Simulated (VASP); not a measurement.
A run of VASP 6.6.1 is set up as follows.

The input INCAR:

```
SYSTEM = Al2Pt
PREC = Accurate ; ENCUT = 520
EDIFF = 1E-7 ; ISMEAR = 0
SIGMA = 0.1 ; LREAL = .False.
LASPH = .True. ; NELM = 100
ALGO = Fast ; ISIF = 2
LWAVE = .False. ; LCHARG = .False.
GGA = PS ; NBANDS = 25
```

File KPOINTS:

```
regular mesh
0
Gamma
  8 8 6
  0 0 0
```

The input POSCAR:

```
Al2Pt
1.0
    3.0809288728      3.0809288728      0.0000000000
   -3.0809288728      3.0809288728      0.0000000000
    0.0000000000      0.0000000000      5.7373086952
Al Pt
4 2
Direct
    0.0000000000      0.5000000000      0.7500000000
    0.5000000000      0.0000000000      0.7500000000
    0.5000000000      0.0000000000      0.2500000000
    0.0000000000      0.5000000000      0.2500000000
    0.0000000000      0.0000000000      0.0000000000
    0.5000000000      0.5000000000      0.5000000000
```

Potentials or basis: VASP PAW PBE potentials, release 64 (Al, Pt).

The run is started by

```bash
$ cat potpaw_PBE.64/Al/POTCAR potpaw_PBE.64/Pt/POTCAR > POTCAR
$ mpirun -np 1 vasp_std > vasp.out
```

Q: Predict the pressure.

A: -7.4 GPa.

Q: Predict the band gap on the k mesh.

A: Zero (band 16 reaches 9.47 eV, above the bottom of band 17 at 6.08 eV).

Stress tensor (GPa, compression positive):
```
-9.12  0.00  0.00
 0.00 -9.12  0.00
 0.00  0.00 -4.00
```

Caveat: the cell differs from its parent crystal (biaxial strain in the a-b plane: +4.5 %); the PAW data sets were made with another functional, which shifts forces and pressure a little; spin-orbit coupling is left out, which moves the levels of the heavy elements.
